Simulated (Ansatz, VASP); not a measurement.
Ta: VASP beside Ansatz

File INCAR:

```
PREC = Accurate
ENCUT = 500
EDIFF = 1E-7
ISMEAR = -1
SIGMA = 0.05
LREAL = F
LASPH = T
NELM = 120
ALGO = Normal
ISIF = 3
LWAVE = F
LCHARG = F
GGA = PE
IVDW = 13
IBRION = 2
NSW = 60
EDIFFG = -0.01
GGA_COMPAT = F
NELMIN = 4
```

Contents of KPOINTS:

```
Automatic mesh
0
Gamma
  11 11 11
```

POSCAR

```
Ta
1.0
   -1.6512800000      1.6512800000      1.6512800000
    1.6512800000     -1.6512800000      1.6512800000
    1.6512800000      1.6512800000     -1.6512800000
Ta
1
Direct
    0.0000000000      0.0000000000      0.0000000000
```

Contents of input.yaml:

```yaml
crystal:
  lattice:
    - [-1.65128, 1.65128, 1.65128]
    - [1.65128, -1.65128, 1.65128]
    - [1.65128, 1.65128, -1.65128]
  atoms:
    - { symbol: Ta, position: [0.0, 0.0, 0.0] }
hamiltonian:
  xc: pbe
  pseudopotentials: { kind: paw }
  dispersion: d4
kpoints:
  mp_grid: { grid: [11, 11, 11] }
scf:
  occupations: { method: fermi_dirac, width: 0.05 }
output:
  forces: true
  stress: true
relax:
  f_tol: 0.01
  max_steps: 40
  cell: { stress_tol: 0.05 }
```

Alike in both runs: task relaxation of cell and atoms; functional PBE; dispersion D4; k mesh 11 × 11 × 11; occupations fermi-dirac, width 0.05 eV; no spin polarisation.

```csv
,VASP,Ansatz
version,VASP 6.6.1,Ansatz 0.2.0
potentials or method,"VASP PAW PBE potentials, release 64 (Ta_pv)",Ansatz PAW
plane-wave cutoff (eV),500,420
valence electrons in the cell,11,13
```

```csv
,VASP,Ansatz,Ansatz less VASP
relaxed volume (Å³/atom),18.00,17.99,-0.009
relaxed cell length with the largest relative difference (Å),2.860,2.859,-0.0005
```

VASP's potentials hold 11 valence electrons a cell and Ansatz's 13, so a difference there can come from the potentials and not from the codes.

Spin-orbit coupling is off throughout. Noted on Ansatz's run: the plane-wave basis is chosen anew once the cell has moved, so the energies of steps on either side of that aren't comparable.
